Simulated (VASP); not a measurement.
# Li4Cl (I4/mmm) in VASP: relaxation of cell and atoms with PBE

Aim: the relaxation of cell and atoms of Li4Cl with PBE.

Everything below comes from runs of VASP 6.6.1. Logs are shortened: lines on timing, memory, paths and dates and some standing lists are left out, and cuts for length are marked.

**1. The cell of the first run**

The structure is tetragonal, space group I4/mmm (No. 139). Conventional cell: a = 3.499 Å, b = 3.499 Å, c = 16.609 Å, α = 90.00°, β = 90.00°, γ = 90.00°. Li (site symmetry -4m2) has 8 Li at 2.47 to 3.18 Å within 3.3 Å. Li (site symmetry 4mm) has 4 Cl at 2.89 Å and 9 Li at 2.99 to 3.50 Å within 3.8 Å. Within 3.8 Å of Cl (site symmetry 4/mmm) lie 8 Li at 2.89 Å and 4 Cl at 3.50 Å.

**2. Relaxation of cell and atoms, PBE**

Input file INCAR:

```
PREC = Accurate
ENCUT = 600
EDIFF = 1E-6
ISMEAR = 0
SIGMA = 0.1
LREAL = False
LASPH = True
NELM = 100
ALGO = Normal
ISIF = 3
LWAVE = False
LCHARG = False
GGA = PE
IBRION = 2
NSW = 100
EDIFFG = -0.01
```

Input file KPOINTS:

```
Automatic mesh
0
Gamma
  16 16 16
```

Input file POSCAR:

```
Li4Cl
1.0
   -1.7496181680      1.7496181680      8.3043740036
    1.7496181680     -1.7496181680      8.3043740036
    1.7496181680      1.7496181680     -8.3043740036
Li Cl
4 1
Direct
    0.7500000000      0.2500000000      0.5000000000
    0.2500000000      0.7500000000      0.5000000000
    0.4099809516      0.4099809516      0.0000000000
    0.5900190484      0.5900190484      0.0000000000
    0.0000000000      0.0000000000      0.0000000000
```

Potentials or basis: VASP PAW PBE potentials, release 64 (Li_sv, Cl).

Launch:

```console
cat potpaw_PBE.64/Li_sv/POTCAR potpaw_PBE.64/Cl/POTCAR > POTCAR
mpirun -np 1 vasp_std > vasp.out
```

OUTCAR:

```text
PREC = Accurate
   ENCUT = 600
   EDIFF = 1E-6
   ISMEAR = 0
   LREAL = False
   LASPH = True
   NELM = 100
   ISIF = 3
   GGA = PE
   IBRION = 2
   NSW = 100
   EDIFFG = -0.01

 ion  position               nearest neighbor table
   1  0.750  0.250  0.500-   2 2.47   2 2.47   2 2.47   2 2.47
   2  0.250  0.750  0.500-   1 2.47   1 2.47   1 2.47   1 2.47
   3  0.410  0.410  0.000-
   4  0.590  0.590  0.000-
   5  0.000  0.000  0.000-

  LATTYP: Found a body centered tetragonal cell.
 ALAT       =     3.4992363360
 C/A-ratio  =     4.7463921874

  Lattice vectors:

 A1 = (  -1.7496181680,   1.7496181680,   8.3043740036)
 A2 = (   1.7496181680,  -1.7496181680,   8.3043740036)
 A3 = (   1.7496181680,   1.7496181680,  -8.3043740036)

Analysis of symmetry for initial positions (statically):
=====================================================================
 Subroutine PRICEL returns:
 Original cell was already a primitive cell.

 Routine SETGRP: Setting up the symmetry group for a
 body centered tetragonal supercell.

 Subroutine GETGRP returns: Found 16 space group operations
 (whereof 16 operations were pure point group operations)
 out of a pool of 16 trial point group operations.

The static configuration has the point symmetry D_4h.

Analysis of symmetry for dynamics (positions and initial velocities):
=====================================================================
 Subroutine PRICEL returns:
 Original cell was already a primitive cell.

 Routine SETGRP: Setting up the symmetry group for a
 body centered tetragonal supercell.

 Subroutine GETGRP returns: Found 16 space group operations
 (whereof 16 operations were pure point group operations)
 out of a pool of 16 trial point group operations.

The dynamic configuration has the point symmetry D_4h.

 Subroutine INISYM returns: Found 16 space group operations
 (whereof 16 operations are pure point group operations),
 and found     1 'primitive' translations

----------------------------------------------------------------------------------------

                                     Primitive cell

  volume of cell :     101.6842

  direct lattice vectors                    reciprocal lattice vectors
    -1.749618168  1.749618168  8.304374004     0.000000000  0.285776639  0.060209234
     1.749618168 -1.749618168  8.304374004     0.285776639  0.000000000  0.060209234
     1.749618168  1.749618168 -8.304374004     0.285776639  0.285776639  0.000000000

  length of vectors
     8.665157532  8.665157532  8.665157532     0.292050406  0.292050406  0.404149199

  position of ions in fractional coordinates (direct lattice)
     0.750000000  0.250000000  0.500000000
     0.250000000  0.750000000  0.500000000
     0.409980952  0.409980952  0.000000000
     0.590019048  0.590019048  0.000000000
     0.000000000  0.000000000  0.000000000

  ion indices of the primitive-cell ions
   primitive index   ion index
                 1           1
                 2           2
                 3           3
                 4           4
                 5           5

----------------------------------------------------------------------------------------

 KPOINTS: Automatic mesh

Automatic generation of k-mesh.
 Grid dimensions read from file:
 generate k-points for:   16   16   16

 Generating k-lattice:

  Cartesian coordinates                     Fractional coordinates (reciprocal lattice)
     0.000000000  0.017861040  0.003763077     0.062500000  0.000000000 -0.000000000
     0.017861040  0.000000000  0.003763077     0.000000000  0.062500000 -0.000000000
     0.017861040  0.017861040  0.000000000     0.000000000  0.000000000  0.062500000

  Length of vectors
     0.018253150  0.018253150  0.025259325

  Shift w.r.t. Gamma in fractional coordinates (k-lattice)
     0.000000000  0.000000000  0.000000000

 Subroutine IBZKPT returns following result:
 ===========================================

 Found    349 irreducible k-points:

 Following reciprocal coordinates:
            Coordinates               Weight
  0.000000  0.000000  0.000000      1.000000
  0.062500  0.000000 -0.000000      8.000000
  0.125000  0.000000 -0.000000      8.000000
  0.187500  0.000000 -0.000000      8.000000
  0.250000  0.000000 -0.000000      8.000000
  0.312500  0.000000  0.000000      8.000000
[... 16 lines left out ...]
 -0.125000  0.062500  0.000000     16.000000
 -0.062500  0.062500  0.000000      4.000000
 [... further k-points ...]
   k-points           NKPTS =    349   k-points in BZ     NKDIM =    349   number of bands    NBANDS=     13
   number of dos      NEDOS =    301   number of ions     NIONS =      5
   total plane-waves  NPLWV = 343000
   dimension x,y,z NGX =    70 NGY =   70 NGZ =   70
   dimension x,y,z NGXF=   140 NGYF=  140 NGZF=  140
   ions per type =               4   1
   NGX,Y,Z   is equivalent  to a cutoff of  13.43, 13.43, 13.43 a.u.
   NGXF,Y,Z  is equivalent  to a cutoff of  26.86, 26.86, 26.86 a.u.
 SYSTEM =  unknown system
   PREC   = accura    normal or accurate (medium, high low for compatibility)
   ISTART =      0    job   : 0-new  1-cont  2-samecut
   ICHARG =      2    charge: 1-file 2-atom 10-const
   ISPIN  =      1    spin polarized calculation?
   LNONCOLLINEAR =      F non collinear calculations
   LSORBIT =      F    spin-orbit coupling
   LASPH  =      T    aspherical Exc in radial PAW
   ENCUT  =  600.0 eV  44.10 Ry    6.64 a.u.  17.31 17.31 17.31*2*pi/ulx,y,z
   NELM   =    100;   NELMIN=  2; NELMDL= -5     # of ELM steps
   EDIFF  = 0.1E-05   stopping-criterion for ELM
   LREAL  =      F    real-space projection
   EDIFFG = -.1E-01   stopping-criterion for IOM
   NSW    =    100    number of steps for IOM
   IBRION =      2    ionic relax: 0-MD 1-quasi-New 2-CG
   NFREE  =      1    steps in history (QN), initial steepest desc. (CG)
   ISIF   =      3    stress and relaxation
   ISYM   =      2    0-nonsym 1-usesym 2-fastsym
   POTIM  = 0.5000    time-step for ionic-motion
   TEBEG  =    0.0;   TEEND  =   0.0 temperature during run
   PSTRESS=    0.0 pullay stress
   NELECT =      19.0000    total number of electrons
   NUPDOWN=      -1.0000    fix difference up-down
   EMIN   =  10.00;   EMAX   =-10.00  energy-range for DOS
   EFERMI =   0.00;   METHOD = LEGACY
   ISMEAR =     0;   SIGMA  =   0.10  broadening in eV -4-tet -1-fermi 0-gaus
   EFERMI_NEDOS =   21; number of points for ismear=-14 and -15
   IALGO  =     38    algorithm
   IMIX   =      4    mixing-type and parameters
     AMIX     =   0.40;   BMIX     =  1.00
     AMIX_MAG =   1.60;   BMIX_MAG =  1.00
  volume/ion in A,a.u.               =      20.34       137.24
  Fermi-wavevector in a.u.,A,eV,Ry     =   0.935926  1.768644 11.918127  0.875958
  Thomas-Fermi vector in A             =   2.062883
   LORBIT       =      0    0 simple, 1 ext, 2 COOP (PROOUT), +10 PAW based schemes
   GGA     = PE    functional components
   LHFCALC =     F    Hartree Fock is set to
   AEXX    =    0.0000 exact exchange contribution
   IVDW    =     0    specifies the selected vdW correction
   LEPSILON=     F    determine dielectric tensor
   LRPA    =     F    only Hartree local field effects (RPA)
 conjugate gradient relaxation of ions
 non-spin polarized calculation
 Gauss-broadening in eV      SIGMA  =   0.10
  energy-cutoff  :      600.00
  volume of cell :      101.68
 maximum number of plane-waves:      3418
 NGX is ok and might be reduce to    70
   NGX = 35   NGY = 35   NGZ = 35

--------------------------------------- Ionic step        1  -------------------------------------------

 number of electron      18.9999998 magnetization

 Free energy of the ion-electron system (eV)
  ---------------------------------------------------
  ext. energy  EPLUGINS =         0.00000000
  ---------------------------------------------------
  free energy    TOTEN  =       -11.73097190 eV

  energy without entropy =      -11.72112688  energy(sigma->0) =      -11.72604939

------------------------ aborting loop because EDIFF is reached ----------------------------------------

  FORCE on cell =-STRESS in cart. coord.  units (eV):
  Direction    XX          YY          ZZ          XY          YZ          ZX
  --------------------------------------------------------------------------------------
  -------------------------------------------------------------------------------------
  Total       -0.1391300     -0.1391300      0.1812481      0.0000000      0.0000000      0.0000000
  in kB       -2.1921889     -2.1921889      2.8558188      0.0000000      0.0000000      0.0000000
  external PRESSURE =      -0.5095197 kB  Pullay stress =       0.0000000 kB
[... 258 lines left out ...]
  energy  without entropy=      -11.7225882500  energy(sigma->0) =      -11.72752296

--------------------------------------- Ionic step        8  -------------------------------------------

 number of electron      18.9999990 magnetization

 Free energy of the ion-electron system (eV)
  ---------------------------------------------------
  ext. energy  EPLUGINS =         0.00000000
  ---------------------------------------------------
  free energy    TOTEN  =       -11.73250986 eV

  energy without entropy =      -11.72264203  energy(sigma->0) =      -11.72757595

 E-fermi :   1.8543     XC(G=0):  -7.3986

 val. band max:        1.8542789840   @ k =  -0.1875   0.4375   0.1875
 cond. band min:       1.8551817538   @ k =  -0.3125   0.3750   0.2500
 fundamental gap:      0.0009027698
 Fermi energy:         1.8542959103

 k-point     1 :       0.0000    0.0000    0.0000
  band No.  band energies     occupation
      1     -46.0112      2.00000
      2     -46.0076      2.00000
      3     -44.6537      2.00000
      4     -44.5413      2.00000
      5     -15.0517      2.00000
      6      -3.6780      2.00000
      7      -2.2580      2.00000
      8      -2.2580      2.00000
      9      -1.1324      2.00000
     10       0.9196      2.00000
     11       3.1633      0.00000
     12       5.7264      0.00000
     13       6.9063      0.00000
[... 353 lines left out ...]
 k-point    24 :      -0.0625    0.0625    0.0000
  band No.  band energies     occupation
      1     -46.0111      2.00000
      2     -46.0074      2.00000
      3     -44.6514      2.00000
      4     -44.5433      2.00000
      5     -15.0290      2.00000
      6      -3.6462      2.00000
      7      -2.3955      2.00000
      8      -2.3463      2.00000
      9      -1.0554      2.00000
     10       0.9952      2.00000
     11       3.3668      0.00000
     12       5.8109      0.00000
     13       6.3691      0.00000

 [... further k-points ...]

------------------------ aborting loop because EDIFF is reached ----------------------------------------

  FORCE on cell =-STRESS in cart. coord.  units (eV):
  Direction    XX          YY          ZZ          XY          YZ          ZX
  --------------------------------------------------------------------------------------
  -------------------------------------------------------------------------------------
  Total       -0.0105964     -0.0105964     -0.0067349      0.0000000      0.0000000     -0.0000000
  in kB       -0.1671715     -0.1671715     -0.1062508      0.0000000      0.0000000     -0.0000000
  external PRESSURE =      -0.1468646 kB  Pullay stress =       0.0000000 kB
[... 20 lines left out ...]
  FREE ENERGIE OF THE ION-ELECTRON SYSTEM (eV)
  ---------------------------------------------------
  free  energy   TOTEN  =       -11.7325098632 eV

  energy  without entropy=      -11.7226420302  energy(sigma->0) =      -11.72757595

 reached required accuracy - stopping structural energy minimisation
```

Wall time 1.6 h (1 thread of Intel Xeon 6975P-C (Granite Rapids), shared host); peak memory 1.1 GiB.

Results:

```yaml
Free_energy: -11.7325 eV
Relaxed_volume: 20.31 Å³/atom
Relaxed_cell: a = 8.720 Å, b = 8.720 Å, c = 8.720 Å, α = 156.95°, β = 156.95°, γ = 32.83°
Space_group_after_relaxing_to_0.05_Å: I4/mmm (No. 139)
Energy_gained_by_relaxing: 0.3 meV/atom
Ionic_steps: 8
Pressure_after_relaxing: 0.0 GPa
```

The path:
| step | energy change (eV) | largest force (eV/Å) | pressure (GPa) | volume (Å³) |
| --- | --- | --- | --- | --- |
| 1 | 0.0000 | 0.0270 | -0.05 | 101.68 |
| 2 | -0.0007 | 0.0242 | -0.03 | 101.59 |
| 3 | -0.0014 | 0.0169 | 0.02 | 101.31 |
| 4 | -0.0014 | 0.0178 | 0.03 | 101.32 |
| 5 | -0.0012 | 0.0205 | -0.01 | 101.46 |
| 6 | -0.0014 | 0.0168 | 0.02 | 101.33 |
| 7 | -0.0015 | 0.0132 | 0.02 | 101.38 |
| 8 | -0.0015 | 0.0010 | -0.01 | 101.56 |

Final structure:
```
Li Cl
1.0
    -1.74224    1.74224    8.36432
     1.74224   -1.74224    8.36432
     1.74224    1.74224   -8.36432
Li Cl
4 1
Direct
  0.75000 0.25000 0.50000
  0.25000 0.75000 0.50000
  0.41058 0.41058 0.00000
  0.58942 0.58942 0.00000
  0.00000 0.00000 0.00000
```

Caveat: the cutoff is under 1.25 times the usual one of these potentials, so pressure, stress and relaxed cells hold a basis-set (Pulay) error; an odd number of electrons without spin polarisation forces a metal; a magnetic or distorted state may lie lower.
